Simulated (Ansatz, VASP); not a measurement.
# Ge in VASP and in Ansatz

```
Ge
1.0
     0.00000    2.97021    2.68733
     2.97021    0.00000    2.68733
     2.97021    2.97021    0.00000
Ge
2
Direct
  0.50000 0.50000 0.50000
  0.75000 0.75000 0.75000
```

Change from the starting cell: strain +0.050 along x and y, -0.050 along z, atoms carried along.

Alike in both runs: task single point; functional PBE; k mesh 14 × 14 × 14; occupations gaussian, width 0.15 eV; no spin polarisation.

|  | VASP | Ansatz |
| --- | --- | --- |
| version | VASP 6.6.1 | Ansatz 0.2.0 |
| potentials or method | VASP PAW PBE potentials, release 64 (Ge_d), cutoff 520 eV | scalar-relativistic, plane waves, PAW |
| valence electrons in the cell | 28 | 28 |

Ansatz gave:

| Item | Value |
| --- | --- |
| gap on the k mesh at the Fermi level (eV) | none |
| pressure (GPa) | 0.5 |
| traceless stress, the component that is largest in VASP (GPa) | 3.62 |

Problem. Which values does VASP return?

Solution. gap on the k mesh at the Fermi level (eV): none; pressure (GPa): 0.4; traceless stress, the component that is largest in VASP (GPa): 3.63.

A gap of «none» marks a metal or a gap that the smearing closes.
